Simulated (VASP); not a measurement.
Input of a VASP 6.6.1 run:

POSCAR

```
SiC
1.0
    3.0766210100      0.0000000000      0.0000000000
   -1.5383105100      2.6644319500      0.0000000000
    0.0000000000      0.0000000000     15.0980843200
Si C
6 6
Direct
    0.3333333300      0.6666666700      0.8329861500
    0.6666666700      0.3333333300      0.3329861500
    0.6666666700      0.3333333300      0.6665006000
    0.3333333300      0.6666666700      0.1665006000
    0.0000000000      0.0000000000      0.4997294200
    0.0000000000      0.0000000000      0.9997294200
    0.0000000000      0.0000000000      0.8743664100
    0.0000000000      0.0000000000      0.3743664100
    0.3333333300      0.6666666700      0.7079967800
    0.6666666700      0.3333333300      0.2079967800
    0.6666666700      0.3333333300      0.5415216400
    0.3333333300      0.6666666700      0.0415216400
```

Contents of INCAR.step1:

```
SYSTEM = SiC
PREC = Accurate ; ENCUT = 520
ISMEAR = 0 ; SIGMA = 0.1
LREAL = .False. ; LASPH = .True.
NELM = 60 ; NBANDS = 36
GGA = PE ; ALGO = Normal
EDIFF = 1E-4 ; LWAVE = .True.
LCHARG = .False.
```

INCAR.step2

```
SYSTEM = SiC
PREC = Accurate ; ENCUT = 520
EDIFF = 1E-6 ; ISMEAR = 0
SIGMA = 0.1 ; LREAL = .False.
LASPH = .True. ; NELM = 60
ALGO = Normal ; ISIF = 2
LWAVE = .False. ; LCHARG = .False.
METAGGA = R2SCAN ; LMIXTAU = .True.
NBANDS = 36 ; ISTART = 1
```

File KPOINTS:

```
Automatic mesh
0
Gamma
  6 6 2
  0 0 0
```

Potentials or basis: VASP PAW PBE potentials, release 64 (Si, C).

The run is started by

```sh
$ cat potpaw_PBE.64/Si/POTCAR potpaw_PBE.64/C/POTCAR > POTCAR
$ cp INCAR.step1 INCAR
$ mpirun -np 1 vasp_std > vasp.out
$ cp INCAR.step2 INCAR
$ mpirun -np 1 vasp_std > vasp.out
```

Estimate the pressure.

0.2 GPa.

Estimate the band gap on the k mesh.

2.40 eV (least direct gap 3.55 eV).

Forces on the atoms (eV/Å):
```
Si   0.000  0.000  0.005
Si   0.000  0.000  0.005
Si   0.000  0.000  0.003
Si   0.000  0.000  0.003
Si   0.000  0.000  0.000
Si   0.000  0.000  0.000
C    0.000  0.000 -0.004
C    0.000  0.000 -0.004
C    0.000  0.000 -0.004
C    0.000  0.000 -0.004
C    0.000  0.000  0.000
C    0.000  0.000  0.000
```

Caveat: the PAW data sets were made with another functional, which shifts forces and pressure a little. A k mesh can miss the band edges.
